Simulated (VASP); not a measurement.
**C: single point with LDA**

The system is C.

```
CELL_PARAMETERS angstrom
0.00000 2.44487 0.00000
-2.11730 1.22243 0.01160
-0.64618 0.81496 9.99258
ATOMIC_POSITIONS crystal
C 0.47221 0.94442 0.16673
C 0.69443 0.05553 0.83340
C 0.08332 0.49998 0.50007
C 0.41667 0.83334 0.49997
C 0.80556 0.27779 0.16663
C 0.02778 0.38890 0.83330
```

This cell differs from its parent crystal: the part above a cut slid along it.

```yaml
Program: VASP 6.6.1
Task: single point
Functional: LDA
Potentials_or_basis: VASP PAW LDA potentials, release 64 (C)
Cutoff: 520 eV
k_mesh: 12 × 12 × 3
Occupations: gaussian, width 0.05 eV
Spin: no spin polarisation
Dipole_correction: no
Further_INCAR_settings: ALGO = Normal; EDIFF = 1e-07; NBANDS = 21
```

The pressure is 1.0 GPa. The largest force is 0.038 eV/Å.

Forces on the atoms (eV/Å):
```
C    0.000 -0.012  0.031
C   -0.002  0.014 -0.035
C    0.001  0.006  0.009
C   -0.001 -0.006 -0.009
C    0.002 -0.014  0.035
C    0.000  0.012 -0.031
```

Stress tensor (GPa, compression positive):
```
 1.19 -0.01  0.03
-0.01  1.27 -0.37
 0.03 -0.37  0.40
```

Run time: 4.4 min on 1 thread of Intel Xeon 8259CL, with other jobs on the host, peak memory 0.26 GiB.

Caveat: the cell differs from its parent crystal (the part above a cut slid along it).
